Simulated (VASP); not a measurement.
Here is a VASP 6.6.1 calculation.

File INCAR:

```
SYSTEM = Tl
ALGO = Normal
EDIFF = 1E-7
ENCUT = 520
GGA = CA
ISIF = 2
ISMEAR = -1
LASPH = .TRUE.
LCHARG = .FALSE.
LREAL = .FALSE.
LWAVE = .FALSE.
NBANDS = 12
NELM = 80
PREC = Accurate
SIGMA = 0.037
```

File KPOINTS:

```
k-points
0
G
  2 2 2
  0 0 0
```

The input POSCAR:

```
Tl
1.0
   -1.9410000000      1.9410000000      1.9410000000
    1.9410000000     -1.9410000000      1.9410000000
    1.9410000000      1.9410000000     -1.9410000000
Tl
1
Direct
    0.0000000000      0.0000000000      0.0000000000
```

Potentials or basis: VASP PAW LDA potentials, release 64 (Tl_d).

Launch:

```bash
$ cat potpaw_LDA.64/Tl_d/POTCAR > POTCAR
$ mpirun -np 1 vasp_std > vasp.out
```

Problem. Predict the pressure.

Solution. -6.3 GPa.

Caveat: the k points lie up to 1.14 Å⁻¹ apart.
